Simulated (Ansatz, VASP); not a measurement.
One calculation of AlNi, two programs

INCAR

```
SYSTEM = AlNi
AGGAC = 1.0
AGGAX = 1.0
ALDAC = 0.0
ALDAX = 1.0
ALGO = Normal
EDIFF = 1E-6
ENCUT = 520
GGA = B5
ISIF = 2
ISMEAR = -1
ISPIN = 2
LASPH = .TRUE.
LCHARG = .TRUE.
LELF = .TRUE.
LMAXMIX = 4
LORBIT = 11
LREAL = .FALSE.
LVHAR = .TRUE.
LWAVE = .FALSE.
MAGMOM = 0 1
NBANDS = 18
NELM = 150
PREC = Accurate
SIGMA = 0.1
```

KPOINTS

```
k-points
0
G
  9 9 9
  0 0 0
```

POSCAR

```
AlNi
1.0
    2.8810000000      0.0000000000      0.0000000000
    0.0000000000      2.8810000000      0.0000000000
    0.0000000000      0.0000000000      2.8810000000
Al Ni
1 1
Direct
    0.0000000000      0.0000000000      0.0000000000
    0.5000000000      0.5000000000      0.5000000000
```

Input for Ansatz:

```yaml
crystal:
  lattice:
    - [2.881, 0.0, 0.0]
    - [0.0, 2.881, 0.0]
    - [0.0, 0.0, 2.881]
  atoms:
    - { symbol: Al, position: [0.0, 0.0, 0.0], spin: 0.0 }
    - { symbol: Ni, position: [0.5, 0.5, 0.5], spin: 1.0 }
basis:
  ecutwfc: 510.0
kpoints:
  mp_grid:
    grid: [9, 9, 9]
hamiltonian:
  xc: blyp
magnetization:
  spin_polarized: true
scf:
  convergence:
    dr2_threshold: 1.0e-10
  occupations:
    method: fermi_dirac
output:
  stress: true
```

Alike in both runs: task single point; functional BLYP; k mesh 9 × 9 × 9; collinear spin.

```csv
,VASP,Ansatz
version,VASP 6.6.1,Ansatz 0.2.0
potentials or method,"VASP PAW PBE potentials, release 64 (Al, Ni), cutoff 520 eV","plane waves, PAW"
occupations,"fermi-dirac, width 0.1 eV",fermi-dirac
valence electrons in the cell,13,21
```

```tsv
	VASP	Ansatz	Ansatz less VASP
pressure (GPa)	7.0	6.7	-0.29
net moment per atom (μB)	0.00	0.00	0.000
```

VASP's potentials were made for PBE, not for BLYP. VASP's potentials hold 13 valence electrons a cell and Ansatz's 21, so a difference there can come from the potentials and not from the codes. Ansatz's warnings: seeded moment not kept.
